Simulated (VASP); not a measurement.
# LiNiOs3 (Pm-3m) in VASP: notebook

Runs on LiNiOs3. Level: PBE. Tasks: single point, relaxation of cell and atoms.

All numbers are computed with VASP 6.6.1; they aren't measurements. Logs are shortened: lines on timing, memory, paths and dates and some standing lists are left out, and cuts for length are marked.

## 1. The cell of the first run

It takes space group Pm-3m (No. 221, cubic). The conventional cell has a = 4.435 Å, b = 4.435 Å, c = 4.435 Å, α = 90.00°, β = 90.00°, γ = 90.00°. Within 4.1 Å of Li (site symmetry m-3m) lie 12 Os at 3.14 Å and 8 Ni at 3.84 Å. Ni (site symmetry m-3m) has 6 Os at 2.22 Å within 2.9 Å. Os (site symmetry 4/mmm) has 2 Ni at 2.22 Å within 2.9 Å.

## 2. Single point, PBE, collinear spin, ferromagnetic start

Contents of INCAR:

```
SYSTEM = LiNiOs3
ALGO = Fast
EDIFF = 1E-6
ENCUT = 520
GGA = PE
ISIF = 2
ISMEAR = 0
ISPIN = 2
LASPH = .TRUE.
LCHARG = .FALSE.
LMAXMIX = 4
LORBIT = 11
LREAL = .FALSE.
LWAVE = .FALSE.
MAGMOM = 0 2 0 0 0
NBANDS = 30
NELM = 150
PREC = Accurate
SIGMA = 0.1
```

Contents of KPOINTS:

```
k-points
0
G
  4 4 4
  0 0 0
```

Contents of POSCAR:

```
LiNiOs3
1.0
    4.4351077755      0.0000000000      0.0000000000
    0.0000000000      4.4351077755      0.0000000000
    0.0000000000      0.0000000000      4.4351077755
Li Ni Os
1 1 3
Direct
    0.0000000000      0.0000000000      0.0000000000
    0.5000000000      0.5000000000      0.5000000000
    0.0000000000      0.5000000000      0.5000000000
    0.5000000000      0.0000000000      0.5000000000
    0.5000000000      0.5000000000      0.0000000000
```

Potentials or basis: VASP PAW PBE potentials, release 64 (Li_sv, Ni, Os).

Launch:

```console
> cat potpaw_PBE.64/Li_sv/POTCAR potpaw_PBE.64/Ni/POTCAR potpaw_PBE.64/Os/POTCAR > POTCAR
> mpirun -np 1 vasp_std > vasp.out
```

OUTCAR:

```text
SYSTEM = LiNiOs3
   EDIFF = 1E-6
   ENCUT = 520
   GGA = PE
   ISIF = 2
   ISMEAR = 0
   ISPIN = 2
   LASPH = .TRUE.
   LORBIT = 11
   LREAL = .FALSE.
   NELM = 150
   PREC = Accurate

 ion  position               nearest neighbor table
   1  0.000  0.000  0.000-
   2  0.500  0.500  0.500-   3 2.22   4 2.22   5 2.22   5 2.22   4 2.22   3 2.22
   3  0.000  0.500  0.500-   2 2.22   2 2.22   5 3.14   5 3.14   4 3.14   4 3.14   4 3.14   5 3.14
                             5 3.14   4 3.14
   4  0.500  0.000  0.500-   2 2.22   2 2.22   5 3.14   5 3.14   3 3.14   3 3.14   5 3.14   5 3.14
                             3 3.14   3 3.14
   5  0.500  0.500  0.000-   2 2.22   2 2.22   4 3.14   3 3.14   3 3.14   4 3.14   4 3.14   4 3.14
                             3 3.14   3 3.14

  LATTYP: Found a simple cubic cell.
 ALAT       =     4.4351077755

  Lattice vectors:

 A1 = (   4.4351077755,   0.0000000000,   0.0000000000)
 A2 = (   0.0000000000,   4.4351077755,   0.0000000000)
 A3 = (   0.0000000000,   0.0000000000,   4.4351077755)

Analysis of symmetry for initial positions (statically):
=====================================================================
 Subroutine PRICEL returns:
 Original cell was already a primitive cell.

 Routine SETGRP: Setting up the symmetry group for a
 simple cubic supercell.

 Subroutine GETGRP returns: Found 48 space group operations
[... 9 lines left out ...]

 Routine SETGRP: Setting up the symmetry group for a
 simple cubic supercell.

 Subroutine GETGRP returns: Found 48 space group operations
 (whereof 48 operations were pure point group operations)
 out of a pool of 48 trial point group operations.

The dynamic configuration has the point symmetry O_h .

Analysis of structural, dynamic, and magnetic symmetry:
=====================================================================
 Subroutine PRICEL returns:
 Original cell was already a primitive cell.

 Routine SETGRP: Setting up the symmetry group for a
 simple cubic supercell.

 Subroutine GETGRP returns: Found 48 space group operations
 (whereof 48 operations were pure point group operations)
 out of a pool of 48 trial point group operations.

The overall configuration has the point symmetry O_h .

 Subroutine INISYM returns: Found 48 space group operations
[... 5 lines left out ...]
                                     Primitive cell

  volume of cell :      87.2394

  direct lattice vectors                    reciprocal lattice vectors
     4.435107775  0.000000000  0.000000000     0.225473664  0.000000000  0.000000000
     0.000000000  4.435107775  0.000000000     0.000000000  0.225473664  0.000000000
     0.000000000  0.000000000  4.435107775     0.000000000  0.000000000  0.225473664

  length of vectors
     4.435107775  4.435107775  4.435107775     0.225473664  0.225473664  0.225473664

  position of ions in fractional coordinates (direct lattice)
     0.000000000  0.000000000  0.000000000
     0.500000000  0.500000000  0.500000000
     0.000000000  0.500000000  0.500000000
     0.500000000  0.000000000  0.500000000
     0.500000000  0.500000000  0.000000000

  ion indices of the primitive-cell ions
   primitive index   ion index
                 1           1
                 2           2
                 3           3
                 4           4
                 5           5

----------------------------------------------------------------------------------------

 KPOINTS: k-points

Automatic generation of k-mesh.
 Grid dimensions read from file:
 generate k-points for:    4    4    4

 Generating k-lattice:

  Cartesian coordinates                     Fractional coordinates (reciprocal lattice)
     0.056368416  0.000000000  0.000000000     0.250000000  0.000000000  0.000000000
     0.000000000  0.056368416  0.000000000     0.000000000  0.250000000  0.000000000
     0.000000000  0.000000000  0.056368416     0.000000000  0.000000000  0.250000000

  Length of vectors
     0.056368416  0.056368416  0.056368416

  Shift w.r.t. Gamma in fractional coordinates (k-lattice)
     0.000000000  0.000000000  0.000000000

 Subroutine IBZKPT returns following result:
 ===========================================

 Found     10 irreducible k-points:

 Following reciprocal coordinates:
            Coordinates               Weight
  0.000000  0.000000  0.000000      1.000000
  0.250000  0.000000  0.000000      6.000000
  0.500000  0.000000  0.000000      3.000000
  0.250000  0.250000  0.000000     12.000000
  0.500000  0.250000  0.000000     12.000000
  0.500000  0.500000  0.000000      3.000000
  0.250000  0.250000  0.250000      8.000000
  0.500000  0.250000  0.250000     12.000000
  0.500000  0.500000  0.250000      6.000000
  0.500000  0.500000  0.500000      1.000000
   k-points           NKPTS =     10   k-points in BZ     NKDIM =     10   number of bands    NBANDS=     30
   number of dos      NEDOS =    301   number of ions     NIONS =      5
   total plane-waves  NPLWV =  46656
   dimension x,y,z NGX =    36 NGY =   36 NGZ =   36
   dimension x,y,z NGXF=    72 NGYF=   72 NGZF=   72
   ions per type =               1   1   3
   NGX,Y,Z   is equivalent  to a cutoff of  13.49, 13.49, 13.49 a.u.
   NGXF,Y,Z  is equivalent  to a cutoff of  26.99, 26.99, 26.99 a.u.
 SYSTEM =  LiNiOs3
   PREC   = accura    normal or accurate (medium, high low for compatibility)
   ISTART =      0    job   : 0-new  1-cont  2-samecut
   ICHARG =      2    charge: 1-file 2-atom 10-const
   ISPIN  =      2    spin polarized calculation?
   LNONCOLLINEAR =      F non collinear calculations
   LSORBIT =      F    spin-orbit coupling
   LASPH  =      T    aspherical Exc in radial PAW
   ENCUT  =  520.0 eV  38.22 Ry    6.18 a.u.   8.25  8.25  8.25*2*pi/ulx,y,z
   NELM   =    150;   NELMIN=  2; NELMDL= -5     # of ELM steps
   EDIFF  = 0.1E-05   stopping-criterion for ELM
   LREAL  =      F    real-space projection
   EDIFFG = 0.1E-04   stopping-criterion for IOM
   NSW    =      0    number of steps for IOM
   IBRION =     -1    ionic relax: 0-MD 1-quasi-New 2-CG
   NFREE  =      0    steps in history (QN), initial steepest desc. (CG)
   ISIF   =      2    stress and relaxation
   ISYM   =      2    0-nonsym 1-usesym 2-fastsym
   POTIM  = 0.5000    time-step for ionic-motion
   TEBEG  =    0.0;   TEEND  =   0.0 temperature during run
   PSTRESS=    0.0 pullay stress
   NELECT =      37.0000    total number of electrons
   NUPDOWN=      -1.0000    fix difference up-down
   EMIN   =  10.00;   EMAX   =-10.00  energy-range for DOS
   EFERMI =   0.00;   METHOD = LEGACY
   ISMEAR =     0;   SIGMA  =   0.10  broadening in eV -4-tet -1-fermi 0-gaus
   EFERMI_NEDOS =   21; number of points for ismear=-14 and -15
   IALGO  =     68    algorithm
   IMIX   =      4    mixing-type and parameters
     AMIX     =   0.40;   BMIX     =  1.00
     AMIX_MAG =   1.60;   BMIX_MAG =  1.00
  volume/ion in A,a.u.               =      17.45       117.74
  Fermi-wavevector in a.u.,A,eV,Ry     =   1.229998  2.324360 20.584202  1.512896
  Thomas-Fermi vector in A             =   2.364864
   LORBIT       =     11    0 simple, 1 ext, 2 COOP (PROOUT), +10 PAW based schemes
   GGA     = PE    functional components
   LHFCALC =     F    Hartree Fock is set to
   AEXX    =    0.0000 exact exchange contribution
   IVDW    =     0    specifies the selected vdW correction
   LEPSILON=     F    determine dielectric tensor
   LRPA    =     F    only Hartree local field effects (RPA)
 spin polarized calculation
 RMM-DIIS sequential band-by-band and
 Gauss-broadening in eV      SIGMA  =   0.10
  energy-cutoff  :      520.00
  volume of cell :       87.24
 maximum number of plane-waves:      2373
 NGX is ok and might be reduce to    36
   NGX = 17   NGY = 17   NGZ = 17

 number of electron      36.9999998 magnetization       0.0034055

 number of electron      36.9999998 magnetization      -0.0045453

 Free energy of the ion-electron system (eV)
  ---------------------------------------------------
  ext. energy  EPLUGINS =         0.00000000
  ---------------------------------------------------
  free energy    TOTEN  =       -31.81657916 eV

  energy without entropy =      -31.76675310  energy(sigma->0) =      -31.79166613

 E-fermi :   4.6618     XC(G=0): -11.1619

 val. band max:        4.6058360618   @ k =   0.5000   0.5000   0.0000
 cond. band min:       4.6757797225   @ k =   0.5000   0.5000   0.5000
 fundamental gap:      0.0699436607
 Fermi energy:         4.6618279132

 spin component 1

 k-point     1 :       0.0000    0.0000    0.0000
  band No.  band energies     occupation
      1     -40.6679      1.00000
      2      -3.7943      1.00000
      3      -1.1414      1.00000
      4      -1.1414      1.00000
      5      -1.1414      1.00000
      6      -1.0921      1.00000
[... 22 lines left out ...]
     29      12.1085      0.00000
     30      12.1114      0.00000

 k-point     2 :       0.2500    0.0000    0.0000
  band No.  band energies     occupation
      1     -40.6677      1.00000
      2      -3.3112      1.00000
      3      -1.0975      1.00000
      4      -1.0685      1.00000
      5      -0.7750      1.00000
      6      -0.7750      1.00000
[... 22 lines left out ...]
     29      12.1862      0.00000
     30      13.2922      0.00000

 k-point     3 :       0.5000    0.0000    0.0000
  band No.  band energies     occupation
      1     -40.6677      1.00000
      2      -2.7753      1.00000
      3      -1.0522      1.00000
      4      -1.0467      1.00000
      5      -0.2279      1.00000
      6      -0.2279      1.00000
[... 197 lines left out ...]
      6       0.5520      1.00000
[... 22 lines left out ...]
     29      12.6615      0.00000
     30      16.2028      0.00000

 k-point    10 :       0.5000    0.5000    0.5000
  band No.  band energies     occupation
      1     -40.6676      1.00000
      2      -0.5579      1.00000
      3      -0.5579      1.00000
      4      -0.5579      1.00000
      5       0.9511      1.00000
      6       0.9511      1.00000
[... 22 lines left out ...]
     29      12.2701      0.00000
     30      18.0001      0.00000
 Fermi energy:         4.6618279132

 spin component 2

 k-point     1 :       0.0000    0.0000    0.0000
  band No.  band energies     occupation
      1     -40.6679      1.00000
      2      -3.7946      1.00000
      3      -1.1422      1.00000
      4      -1.1422      1.00000
      5      -1.1422      1.00000
      6      -1.0927      1.00000
[... 22 lines left out ...]
     29      12.1084      0.00000
     30      12.1084      0.00000

 k-point     2 :       0.2500    0.0000    0.0000
  band No.  band energies     occupation
      1     -40.6678      1.00000
      2      -3.3115      1.00000
      3      -1.0984      1.00000
      4      -1.0691      1.00000
      5      -0.7759      1.00000
      6      -0.7759      1.00000
[... 22 lines left out ...]
     29      12.1859      0.00000
     30      13.2878      0.00000

 k-point     3 :       0.5000    0.0000    0.0000
  band No.  band energies     occupation
      1     -40.6678      1.00000
      2      -2.7756      1.00000
      3      -1.0530      1.00000
      4      -1.0473      1.00000
      5      -0.2288      1.00000
      6      -0.2288      1.00000
[... 220 lines left out ...]
     29      12.6612      0.00000
     30      16.2042      0.00000

 k-point    10 :       0.5000    0.5000    0.5000
  band No.  band energies     occupation
      1     -40.6676      1.00000
      2      -0.5584      1.00000
      3      -0.5584      1.00000
      4      -0.5584      1.00000
      5       0.9501      1.00000
      6       0.9501      1.00000
[... 22 lines left out ...]
     29      12.2698      0.00000
     30      18.0067      0.00000

------------------------ aborting loop because EDIFF is reached ----------------------------------------

  FORCE on cell =-STRESS in cart. coord.  units (eV):
  Direction    XX          YY          ZZ          XY          YZ          ZX
  --------------------------------------------------------------------------------------
  -------------------------------------------------------------------------------------
  Total       -0.3490991     -0.3490991     -0.3490991     -0.0000000     -0.0000000      0.0000000
  in kB       -6.4113095     -6.4113095     -6.4113095     -0.0000000     -0.0000000      0.0000000
  external PRESSURE =      -6.4113095 kB  Pullay stress =       0.0000000 kB

 VOLUME and BASIS-vectors are now :
 -----------------------------------------------------------------------------
  energy-cutoff  :      520.00
  volume of cell :       87.24
      direct lattice vectors                 reciprocal lattice vectors
     4.435107775  0.000000000  0.000000000     0.225473664  0.000000000  0.000000000
     0.000000000  4.435107775  0.000000000     0.000000000  0.225473664  0.000000000
     0.000000000  0.000000000  4.435107775     0.000000000  0.000000000  0.225473664

 POSITION                                       TOTAL-FORCE (eV/Angst)
 -----------------------------------------------------------------------------------
      0.00000      0.00000      0.00000         0.000000      0.000000      0.000000
      2.21755      2.21755      2.21755         0.000000      0.000000      0.000000
      0.00000      2.21755      2.21755         0.000000      0.000000      0.000000
      2.21755      0.00000      2.21755         0.000000      0.000000      0.000000
      2.21755      2.21755      0.00000         0.000000      0.000000      0.000000
 -----------------------------------------------------------------------------------
    total drift:                                0.000000      0.000000      0.000000

  FREE ENERGIE OF THE ION-ELECTRON SYSTEM (eV)
  ---------------------------------------------------
  free  energy   TOTEN  =       -31.8165791597 eV

  energy  without entropy=      -31.7667530980  energy(sigma->0) =      -31.79166613

 total charge

# of ion       s       p       d       tot
------------------------------------------
    1        2.012   0.038   0.000   2.050
    2        0.782   0.914   8.514  10.210
    3        0.581   0.414   5.900   6.895
    4        0.581   0.414   5.900   6.895
    5        0.581   0.414   5.900   6.895
--------------------------------------------------
tot          4.538   2.195  26.213  32.946

 magnetization (x)

# of ion       s       p       d       tot
------------------------------------------
    1       -0.000  -0.000   0.000  -0.000
    2       -0.000   0.000  -0.001  -0.001
    3       -0.000  -0.000  -0.001  -0.001
    4       -0.000  -0.000  -0.001  -0.001
    5       -0.000  -0.000  -0.001  -0.001
--------------------------------------------------
tot         -0.000  -0.000  -0.004  -0.004
```

It took 3 min on 1 thread of AMD EPYC 7R43 (Zen 3), shared host; peak memory 0.22 GiB.

What came out:

```
Free energy                                           : -31.8166 eV
Net moment                                            : 0.00 μB per cell
Valence electrons inside the program's atomic spheres : Li 2.05; Ni 10.21; Os 6.89
```

Levels at points of the mesh, in eV from the Fermi level:
Spin up:
| k point | band 14 | band 15 | band 16 | band 17 | band 18 | band 19 | band 20 | band 21 | band 22 | band 23 |
| --- | --- | --- | --- | --- | --- | --- | --- | --- | --- | --- |
| (0.00, 0.00, 0.00) | -0.07 | -0.07 | -0.07 | 0.97 | 0.97 | 0.97 | 0.98 | 0.98 | 0.98 | 1.13 |
| (0.50, 0.00, 0.00) | -1.14 | -1.14 | -0.90 | -0.77 | -0.34 | -0.27 | 0.13 | 0.13 | 0.99 | 1.77 |
| (0.50, 0.50, 0.00) | -1.59 | -1.52 | -1.52 | -0.74 | -0.63 | -0.27 | -0.06 | -0.06 | 0.10 | 1.55 |
| (0.50, 0.50, 0.50) | -1.97 | -1.51 | -1.51 | -1.51 | 0.01 | 0.01 | 0.81 | 0.81 | 0.81 | 0.86 |
Spin down:
```csv
k point,band 15,band 16,band 17,band 18,band 19,band 20,band 21,band 22
"(0.00, 0.00, 0.00)",-0.07,-0.07,0.97,0.97,0.97,0.98,0.98,0.98
"(0.50, 0.00, 0.00)",-1.15,-0.90,-0.77,-0.34,-0.27,0.13,0.13,0.99
"(0.50, 0.50, 0.00)",-1.52,-1.52,-0.74,-0.63,-0.27,-0.06,-0.06,0.10
"(0.50, 0.50, 0.50)",-1.51,-1.51,-1.51,0.01,0.01,0.81,0.81,0.81
```

Caveat: the cutoff is under 1.25 times the usual one of these potentials, so pressure, stress and relaxed cells hold a basis-set (Pulay) error; the starting moments collapsed, and a magnetic state may lie lower; spin-orbit coupling is left out, which moves the levels of the heavy elements.

(Part 1 of 2 ends here.)
